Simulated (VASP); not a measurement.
A run of VASP 6.6.1:

INCAR

```
SYSTEM = Au
  PREC = Accurate
  ENCUT = 520
  EDIFF = 1E-7
  ISMEAR = 0
  SIGMA = 0.1
  LREAL = .False.
  LASPH = .True.
  NELM = 100
  ALGO = Fast
  ISIF = 2
  LWAVE = .False.
  LCHARG = .False.
  GGA = PS
  NBANDS = 12
```

Contents of KPOINTS:

```
Automatic mesh
0
Gamma
  18 18 18
  0 0 0
```

The input POSCAR:

```
Au
1.0
   -1.5709045905      1.5709045905      1.5709045905
    1.5709045905     -1.5709045905      1.5709045905
    1.5709045905      1.5709045905     -1.5709045905
Au
1
Direct
    0.0000000000      0.0000000000      0.0000000000
```

Potentials or basis: VASP PAW PBE potentials, release 64 (Au).

The run is started by

```console
$ cat potpaw_PBE.64/Au/POTCAR > POTCAR
$ mpirun -np 1 vasp_std > vasp.out
```

Hardware: 1 thread of AMD EPYC 7R13, with other jobs on the host.

Question: How long does it take, and how much memory?

Answer: Run time: 37 s on 1 thread of AMD EPYC 7R13, on a shared host, peak memory 0.12 GiB. Counts: scf iterations 14, k points 195.
